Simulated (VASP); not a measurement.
Wanted: the native input for a VASP 6.6.1 run.

| Property | Result |
| --- | --- |
| Task | single point |
| Functional | PBE |
| Dispersion | D4 |
| Potentials or basis | VASP PAW PBE potentials, release 64 (P) |
| Cutoff | 500 eV |
| k mesh | 8 × 8 × 6 |
| Occupations | fermi-dirac, width 0.05 eV |
| Spin | no spin polarisation |
| Dipole correction | no |
| Further INCAR settings | ALGO = Normal; EDIFF = 1e-06; NBANDS = 18 |

The structure of P lies in POSCAR:

```
P
1.0
    1.6366841122     -5.4283585144      0.0000000000
    1.6366841122      5.4283585144      0.0000000000
    0.0000000000      0.0000000000      4.5131404726
P
4
Direct
    0.9041431300      0.0958568700      0.5888151700
    0.0958568700      0.9041431300      0.4111848300
    0.5958568700      0.4041431300      0.0888151700
    0.4041431300      0.5958568700      0.9111848300
```

The input as run:

INCAR

```
  PREC = Accurate
  ENCUT = 500
  EDIFF = 1E-6
  ISMEAR = -1
  SIGMA = 0.05
  LREAL = F
  LASPH = T
  NELM = 120
  ALGO = Normal
  ISIF = 2
  LWAVE = F
  LCHARG = T
  GGA = PE
  IVDW = 13
  LELF = T
  LVHAR = T
  NBANDS = 18
  GGA_COMPAT = F
```

KPOINTS

```
regular mesh
0
Gamma
  8 8 6
```

Potentials or basis: VASP PAW PBE potentials, release 64 (P).

Launch:

```console
$ cat potpaw_PBE.64/P/POTCAR > POTCAR
$ mpirun -np 1 vasp_std > vasp.out
```

Results of the run:

```json
{"Pressure": "0.5 GPa", "Largest force": "0.472 eV/Å", "Band gap on the k mesh": "0.08 eV", "Dispersion energy per atom": "-0.369 eV"}
```

Wall time 51 s on 1 thread of Intel(R) Xeon(R) 6975P-C (Granite Rapids), on a shared host, peak memory 0.26 GiB.
